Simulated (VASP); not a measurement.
# GePt (P4/mmm) in VASP: notebook

The runs below take GePt through single point, relaxation of cell and atoms, with PBE.

Everything below comes from runs of VASP 6.6.1. Logs are shortened: lines on timing, memory, paths and dates and some standing lists are left out, and cuts for length are marked.

### Step 1. The cell of the first run

Symmetry: P4/mmm, No. 123, tetragonal system. Conventional cell: a = 2.963 Å, b = 2.963 Å, c = 4.028 Å, α = 90.00°, β = 90.00°, γ = 90.00°. Within 3.8 Å of Ge (site symmetry 4/mmm) lie 8 Pt at 2.91 Å and 4 Ge at 2.96 Å. Pt (site symmetry 4/mmm) has 8 Ge at 2.91 Å and 4 Pt at 2.96 Å within 3.8 Å.

### Step 2. Single point, PBE

Contents of INCAR:

```
ALGO     = Normal         # electronic algorithm
EDIFF    = 1E-7           # SCF threshold, eV
ENCUT    = 520            # plane-wave cutoff, eV
GGA      = PE             # functional
ISIF     = 2              # what is computed and relaxed
ISMEAR   = 0              # smearing method
LASPH    = T              # aspherical terms in the spheres
LCHARG   = T              # write CHGCAR
LELF     = T              # ELF
LREAL    = F              # projectors in reciprocal space
LVHAR    = T            
LWAVE    = F              # write WAVECAR
NBANDS   = 19             # bands
NELM     = 80             # most SCF steps
PREC     = Accurate       # precision mode
SIGMA    = 0.1            # smearing width, eV
```

Contents of KPOINTS:

```
k-points
0
Gamma
  6 6 4
```

Contents of POSCAR:

```
GePt
1.0
    2.9627321900      0.0000000000      0.0000000000
    0.0000000000      2.9627321900      0.0000000000
    0.0000000000      0.0000000000      4.0277380900
Ge Pt
1 1
Direct
    0.5000000000      0.5000000000      0.5000000000
    0.0000000000      0.0000000000      0.0000000000
```

Potentials or basis: VASP PAW PBE potentials, release 64 (Ge_d, Pt).

Started as:

```console
cat potpaw_PBE.64/Ge_d/POTCAR potpaw_PBE.64/Pt/POTCAR > POTCAR
mpirun -np 1 vasp_std > vasp.out
```

OUTCAR:

```text
EDIFF = 1E-7
   ENCUT = 520
   GGA = PE
   ISIF = 2
   ISMEAR = 0
   LASPH = T
   LREAL = F
   NELM = 80
   PREC = Accurate

 ion  position               nearest neighbor table
   1  0.500  0.500  0.500-   2 2.91   2 2.91   2 2.91   2 2.91   2 2.91   2 2.91   2 2.91   2 2.91

   2  0.000  0.000  0.000-   1 2.91   1 2.91   1 2.91   1 2.91   1 2.91   1 2.91   1 2.91   1 2.91

  LATTYP: Found a simple tetragonal cell.
 ALAT       =     2.9627321900
 C/A-ratio  =     1.3594674887

  Lattice vectors:

 A1 = (   2.9627321900,   0.0000000000,   0.0000000000)
 A2 = (   0.0000000000,   2.9627321900,   0.0000000000)
 A3 = (   0.0000000000,   0.0000000000,   4.0277380900)

Analysis of symmetry for initial positions (statically):
=====================================================================
 Subroutine PRICEL returns:
 Original cell was already a primitive cell.

 Routine SETGRP: Setting up the symmetry group for a
 simple tetragonal supercell.

 Subroutine GETGRP returns: Found 16 space group operations
 (whereof 16 operations were pure point group operations)
 out of a pool of 16 trial point group operations.

The static configuration has the point symmetry D_4h.

Analysis of symmetry for dynamics (positions and initial velocities):
=====================================================================
 Subroutine PRICEL returns:
 Original cell was already a primitive cell.

 Routine SETGRP: Setting up the symmetry group for a
 simple tetragonal supercell.

 Subroutine GETGRP returns: Found 16 space group operations
 (whereof 16 operations were pure point group operations)
 out of a pool of 16 trial point group operations.

The dynamic configuration has the point symmetry D_4h.

 Subroutine INISYM returns: Found 16 space group operations
 (whereof 16 operations are pure point group operations),
 and found     1 'primitive' translations

----------------------------------------------------------------------------------------

                                     Primitive cell

  volume of cell :      35.3546

  direct lattice vectors                    reciprocal lattice vectors
     2.962732190  0.000000000  0.000000000     0.337526289  0.000000000  0.000000000
     0.000000000  2.962732190  0.000000000     0.000000000  0.337526289  0.000000000
     0.000000000  0.000000000  4.027738090     0.000000000  0.000000000  0.248278308

  length of vectors
     2.962732190  2.962732190  4.027738090     0.337526289  0.337526289  0.248278308

  position of ions in fractional coordinates (direct lattice)
     0.500000000  0.500000000  0.500000000
     0.000000000  0.000000000  0.000000000

  ion indices of the primitive-cell ions
   primitive index   ion index
                 1           1
                 2           2

----------------------------------------------------------------------------------------

 KPOINTS: k-points

Automatic generation of k-mesh.
 Grid dimensions read from file:
 generate k-points for:    6    6    4

 Generating k-lattice:

  Cartesian coordinates                     Fractional coordinates (reciprocal lattice)
     0.056254381  0.000000000  0.000000000     0.166666667  0.000000000  0.000000000
     0.000000000  0.056254381  0.000000000     0.000000000  0.166666667  0.000000000
     0.000000000  0.000000000  0.062069577     0.000000000  0.000000000  0.250000000

  Length of vectors
     0.056254381  0.056254381  0.062069577

  Shift w.r.t. Gamma in fractional coordinates (k-lattice)
     0.000000000  0.000000000  0.000000000

 Subroutine IBZKPT returns following result:
 ===========================================

 Found     30 irreducible k-points:

 Following reciprocal coordinates:
            Coordinates               Weight
  0.000000  0.000000  0.000000      1.000000
  0.166667  0.000000  0.000000      4.000000
  0.333333  0.000000  0.000000      4.000000
  0.500000  0.000000  0.000000      2.000000
  0.166667  0.166667  0.000000      4.000000
  0.333333  0.166667  0.000000      8.000000
[... 16 lines left out ...]
  0.333333  0.000000  0.500000      4.000000
  0.500000  0.000000  0.500000      2.000000
 [... further k-points ...]
   k-points           NKPTS =     30   k-points in BZ     NKDIM =     30   number of bands    NBANDS=     19
   number of dos      NEDOS =    301   number of ions     NIONS =      2
   total plane-waves  NPLWV =  17280
   dimension x,y,z NGX =    24 NGY =   24 NGZ =   30
   dimension x,y,z NGXF=    48 NGYF=   48 NGZF=   60
   ions per type =               1   1
   NGX,Y,Z   is equivalent  to a cutoff of  13.47, 13.47, 12.38 a.u.
   NGXF,Y,Z  is equivalent  to a cutoff of  26.93, 26.93, 24.77 a.u.
 SYSTEM =  unknown system
   PREC   = accura    normal or accurate (medium, high low for compatibility)
   ISTART =      0    job   : 0-new  1-cont  2-samecut
   ICHARG =      2    charge: 1-file 2-atom 10-const
   ISPIN  =      1    spin polarized calculation?
   LNONCOLLINEAR =      F non collinear calculations
   LSORBIT =      F    spin-orbit coupling
   LASPH  =      T    aspherical Exc in radial PAW
   ENCUT  =  520.0 eV  38.22 Ry    6.18 a.u.   5.51  5.51  7.49*2*pi/ulx,y,z
   NELM   =     80;   NELMIN=  2; NELMDL= -5     # of ELM steps
   EDIFF  = 0.1E-06   stopping-criterion for ELM
   LREAL  =      F    real-space projection
   EDIFFG = 0.1E-05   stopping-criterion for IOM
   NSW    =      0    number of steps for IOM
   IBRION =     -1    ionic relax: 0-MD 1-quasi-New 2-CG
   NFREE  =      0    steps in history (QN), initial steepest desc. (CG)
   ISIF   =      2    stress and relaxation
   ISYM   =      2    0-nonsym 1-usesym 2-fastsym
   POTIM  = 0.5000    time-step for ionic-motion
   TEBEG  =    0.0;   TEEND  =   0.0 temperature during run
   PSTRESS=    0.0 pullay stress
   NELECT =      24.0000    total number of electrons
   NUPDOWN=      -1.0000    fix difference up-down
   EMIN   =  10.00;   EMAX   =-10.00  energy-range for DOS
   EFERMI =   0.00;   METHOD = LEGACY
   ISMEAR =     0;   SIGMA  =   0.10  broadening in eV -4-tet -1-fermi 0-gaus
   EFERMI_NEDOS =   21; number of points for ismear=-14 and -15
   IALGO  =     38    algorithm
   IMIX   =      4    mixing-type and parameters
     AMIX     =   0.40;   BMIX     =  1.00
     AMIX_MAG =   1.60;   BMIX_MAG =  1.00
  volume/ion in A,a.u.               =      17.68       119.29
  Fermi-wavevector in a.u.,A,eV,Ry     =   1.438787  2.718914 28.165539  2.070109
  Thomas-Fermi vector in A             =   2.557715
   LORBIT       =      0    0 simple, 1 ext, 2 COOP (PROOUT), +10 PAW based schemes
   GGA     = PE    functional components
   LHFCALC =     F    Hartree Fock is set to
   AEXX    =    0.0000 exact exchange contribution
   IVDW    =     0    specifies the selected vdW correction
   LEPSILON=     F    determine dielectric tensor
   LRPA    =     F    only Hartree local field effects (RPA)
 non-spin polarized calculation
 Gauss-broadening in eV      SIGMA  =   0.10
  energy-cutoff  :      520.00
  volume of cell :       35.35
 maximum number of plane-waves:       964
 NGX is ok and might be reduce to    24
   NGX = 11   NGY = 11   NGZ = 15

 number of electron      23.9999988 magnetization

 Free energy of the ion-electron system (eV)
  ---------------------------------------------------
  ext. energy  EPLUGINS =         0.00000000
  ---------------------------------------------------
  free energy    TOTEN  =       -10.57737641 eV

  energy without entropy =      -10.56522088  energy(sigma->0) =      -10.57129865

 E-fermi :   8.1397     XC(G=0): -12.0776

 val. band max:        8.1205160983   @ k =   0.5000   0.3333   0.2500
 cond. band min:       8.1603024864   @ k =   0.3333   0.3333   0.0000
 fundamental gap:      0.0397863881
 Fermi energy:         8.1397282421

 k-point     1 :       0.0000    0.0000    0.0000
  band No.  band energies     occupation
      1     -16.7331      2.00000
      2     -16.6517      2.00000
      3     -16.6230      2.00000
      4     -16.6149      2.00000
      5     -16.6149      2.00000
      6      -3.8543      2.00000
[... 11 lines left out ...]
     18      23.1459      0.00000
     19      23.9549      0.00000

 k-point     2 :       0.1667    0.0000    0.0000
  band No.  band energies     occupation
      1     -16.7169      2.00000
      2     -16.6426      2.00000
      3     -16.6303      2.00000
      4     -16.6233      2.00000
      5     -16.6138      2.00000
      6      -3.3612      2.00000
[... 11 lines left out ...]
     18      21.9089      0.00000
     19      22.7553      0.00000

 k-point     3 :       0.3333    0.0000    0.0000
  band No.  band energies     occupation
      1     -16.6941      2.00000
      2     -16.6448      2.00000
      3     -16.6402      2.00000
      4     -16.6148      2.00000
      5     -16.6118      2.00000
      6      -1.9422      2.00000
[... 11 lines left out ...]
     18      19.9935      0.00000
     19      22.6177      0.00000

 k-point     4 :       0.5000    0.0000    0.0000
  band No.  band energies     occupation
      1     -16.6870      2.00000
      2     -16.6520      2.00000
      3     -16.6487      2.00000
      4     -16.6107      2.00000
      5     -16.5966      2.00000
      6      -0.2971      2.00000
[... 11 lines left out ...]
     18      19.3316      0.00000
     19      20.7200      0.00000

 k-point     5 :       0.1667    0.1667    0.0000
  band No.  band energies     occupation
      1     -16.6974      2.00000
      2     -16.6390      2.00000
      3     -16.6362      2.00000
      4     -16.6230      2.00000
      5     -16.6221      2.00000
      6      -2.8791      2.00000
[... 11 lines left out ...]
     18      21.8479      0.00000
     19      22.4947      0.00000
[... 334 lines left out ...]
      2     -16.6460      2.00000
      3     -16.6229      2.00000
      4     -16.6144      2.00000
      5     -16.6144      2.00000
      6      -2.4473      2.00000
[... 11 lines left out ...]
     18      19.6018      0.00000
     19      19.6018      0.00000

 k-point    22 :       0.1667    0.0000    0.5000
  band No.  band energies     occupation
      1     -16.7164      2.00000
      2     -16.6372      2.00000
      3     -16.6304      2.00000
      4     -16.6244      2.00000
      5     -16.6139      2.00000
      6      -2.1183      2.00000
[... 11 lines left out ...]
     18      20.4626      0.00000
     19      20.5965      0.00000

 k-point    23 :       0.3333    0.0000    0.5000
  band No.  band energies     occupation
      1     -16.6933      2.00000
      2     -16.6454      2.00000
      3     -16.6442      2.00000
      4     -16.6129      2.00000
      5     -16.6105      2.00000
      6      -1.2669      2.00000
[... 11 lines left out ...]
     18      22.4389      0.00000
     19      23.0551      0.00000

 k-point    24 :       0.5000    0.0000    0.5000
  band No.  band energies     occupation
      1     -16.6860      2.00000
      2     -16.6541      2.00000
      3     -16.6530      2.00000
      4     -16.6124      2.00000
      5     -16.5930      2.00000
      6      -0.6487      2.00000
[... 11 lines left out ...]
     18      21.2976      0.00000
     19      22.4371      0.00000

 [... further k-points ...]
[... 5 lines left out ...]
  --------------------------------------------------------------------------------------
  -------------------------------------------------------------------------------------
  Total       -1.4740545     -1.4740545     -3.1453499      0.0000000      0.0000000      0.0000000
  in kB      -66.8002512    -66.8002512   -142.5389414      0.0000000      0.0000000      0.0000000
  external PRESSURE =     -92.0464812 kB  Pullay stress =       0.0000000 kB

 VOLUME and BASIS-vectors are now :
 -----------------------------------------------------------------------------
  energy-cutoff  :      520.00
  volume of cell :       35.35
      direct lattice vectors                 reciprocal lattice vectors
     2.962732190  0.000000000  0.000000000     0.337526289  0.000000000  0.000000000
     0.000000000  2.962732190  0.000000000     0.000000000  0.337526289  0.000000000
     0.000000000  0.000000000  4.027738090     0.000000000  0.000000000  0.248278308

 POSITION                                       TOTAL-FORCE (eV/Angst)
 -----------------------------------------------------------------------------------
      1.48137      1.48137      2.01387         0.000000      0.000000      0.000000
      0.00000      0.00000      0.00000         0.000000      0.000000      0.000000
 -----------------------------------------------------------------------------------
    total drift:                                0.000000      0.000000     -0.000000

  FREE ENERGIE OF THE ION-ELECTRON SYSTEM (eV)
  ---------------------------------------------------
  free  energy   TOTEN  =       -10.5773764149 eV

  energy  without entropy=      -10.5652208751  energy(sigma->0) =      -10.57129865
```

Run time: 25 s. Hardware: 1 thread of AMD EPYC 7R43 (Zen 3), shared host; peak memory 0.12 GiB.

What came out:

| Property | Result |
| --- | --- |
| Free energy | -10.5774 eV |
| Pressure | -9.2 GPa |
| Band gap on the k mesh | zero (band 12 reaches 10.16 eV, above the bottom of band 13 at 7.32 eV) |

Levels at points of the mesh, in eV from the Fermi level:
```
           k point  band 10  band 11  band 12  band 13  band 14  band 15
(0.00, 0.00, 0.00)    -1.89    -1.77    -1.07     1.84     4.48     4.48
(0.50, 0.00, 0.00)    -2.43    -1.69     0.32     4.13     5.00     5.26
(0.50, 0.50, 0.00)    -2.68    -2.68    -1.34    -0.07     3.07     3.44
(0.00, 0.00, 0.50)    -2.35    -2.35    -1.06     6.75     6.75     8.64
(0.50, 0.00, 0.50)    -2.29    -2.16    -1.83    -0.82     1.61     7.09
(0.50, 0.50, 0.50)    -1.84    -0.07     2.02     2.02     2.86     3.16
```

Caveat: the k points lie up to 0.39 Å⁻¹ apart; spin-orbit coupling is left out, which moves the levels of the heavy elements.

### Step 3. Relaxation of cell and atoms, PBE

Contents of INCAR:

```
SYSTEM = GePt
ALGO = Normal
EDIFF = 1E-7
EDIFFG = -0.04
ENCUT = 600
GGA = PE
IBRION = 2
ISIF = 3
ISMEAR = 0
LASPH = .True.
LCHARG = .False.
LREAL = .False.
LWAVE = .False.
NELM = 60
NSW = 90
PREC = Accurate
SIGMA = 0.1
```

Contents of KPOINTS:

```
k-points
0
Gamma
  6 6 4
  0 0 0
```

POSCAR is that of step 2.

Potentials or basis: VASP PAW PBE potentials, release 64 (Ge_d, Pt).

Started as:

```console
cat potpaw_PBE.64/Ge_d/POTCAR potpaw_PBE.64/Pt/POTCAR > POTCAR
mpirun -np 1 vasp_std > vasp.out
```

It took 2.7 min on 1 thread of AMD EPYC 7R43 (Zen 3), shared host; peak memory 0.14 GiB.

The run converged. Its results:

- Free energy: -10.8300 eV
- Relaxed volume: 16.17 Å³/atom
- Relaxed cell: a = 3.117 Å, b = 3.117 Å, c = 3.327 Å, α = 90.00°, β = 90.00°, γ = 90.00°
- Space group after relaxing (to 0.05 Å): P4/mmm (No. 123)
- Energy gained by relaxing: 126.4 meV/atom
- Ionic steps: 11
- Pressure after relaxing: 0.0 GPa
- Band gap on the k mesh: zero (band 12 reaches 12.01 eV, above the bottom of band 13 at 8.51 eV)

Stress tensor (GPa, compression positive):
```
-0.03  0.00  0.00
 0.00 -0.03  0.00
 0.00  0.00  0.21
```

Step by step:
| step | energy change (eV) | largest force (eV/Å) | pressure (GPa) | volume (Å³) |
| --- | --- | --- | --- | --- |
| 1 | 0.0000 | 0.0000 | -9.15 | 35.35 |
| 2 | -0.0455 | 0.0000 | 12.58 | 30.42 |
| 3 | -0.1095 | 0.0000 | 1.62 | 32.38 |
| 4 | -0.1517 | 0.0000 | 1.53 | 32.35 |
| 5 | -0.1969 | 0.0000 | 0.93 | 32.24 |
| 6 | -0.2466 | 0.0000 | 2.87 | 31.76 |
| 7 | -0.2176 | 0.0000 | -6.02 | 33.99 |
| 8 | -0.2513 | 0.0000 | -0.01 | 32.35 |
| 9 | -0.2513 | 0.0000 | 0.11 | 32.33 |
| 10 | -0.2518 | 0.0000 | 0.15 | 32.33 |
| 11 | -0.2528 | 0.0000 | 0.05 | 32.33 |

Final structure:
```
CELL_PARAMETERS angstrom
3.11728 0.00000 0.00000
0.00000 3.11728 0.00000
0.00000 0.00000 3.32711
ATOMIC_POSITIONS crystal
Ge 0.50000 0.50000 0.50000
Pt 0.00000 0.00000 0.00000
```

Levels at points of the mesh, in eV from the Fermi level:
```csv
k point,band 10,band 11,band 12,band 13,band 14,band 15
"(0.00, 0.00, 0.00)",-2.14,-1.87,0.97,2.56,2.56,4.47
"(0.50, 0.00, 0.00)",-3.42,-2.01,-0.49,6.45,6.97,7.15
"(0.50, 0.50, 0.00)",-3.18,-3.18,-0.83,0.00,1.80,4.51
"(0.00, 0.00, 0.50)",-3.43,-1.81,-1.34,6.95,6.95,7.81
"(0.50, 0.00, 0.50)",-2.85,-2.71,-1.22,0.15,1.10,5.57
"(0.50, 0.50, 0.50)",-1.19,-0.79,2.67,2.72,2.72,3.96
```

Caveat: the k points lie up to 0.47 Å⁻¹ apart in the final cell; spin-orbit coupling is left out, which moves the levels of the heavy elements.
